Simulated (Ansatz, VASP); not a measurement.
# WSe2 in VASP and in Ansatz

```
W Se
1.0
     3.43477    0.00000    0.00000
    -1.71738    2.97460    0.00000
     0.00000    0.00000    6.38455
W Se
1 2
Direct
  0.00000 0.00000 0.00000
  0.33333 0.66667 0.20487
  0.33333 0.66667 0.79513
```

Alike in both runs: task single point; functional PBE; dispersion D3(BJ); k mesh 9 × 9 × 4; occupations gaussian, width 0.05 eV; no spin polarisation.

```csv
,VASP,Ansatz
version,VASP 6.6.1,Ansatz 0.2.0
potentials or method,"VASP PAW PBE potentials, release 64 (W_sv, Se), cutoff 520 eV","scalar-relativistic, plane waves, PAW"
valence electrons in the cell,26,46
```

```csv
,VASP,Ansatz,Ansatz less VASP
gap on the k mesh at the Fermi level (eV),none,none,-
pressure (GPa),27.8,27.2,-0.59
"traceless stress, the component that is largest in VASP (GPa)",19.30,19.38,+0.080
rms of the force components (eV/Å),3.625,3.581,-0.0434
```

Atom by atom the forces differ by 0.043 eV/Å (rms over components). A gap of «none» marks a metal or a gap that the smearing closes. VASP's potentials hold 26 valence electrons a cell and Ansatz's 46, so a difference there can come from the potentials and not from the codes.

Neither program's run includes spin-orbit coupling.
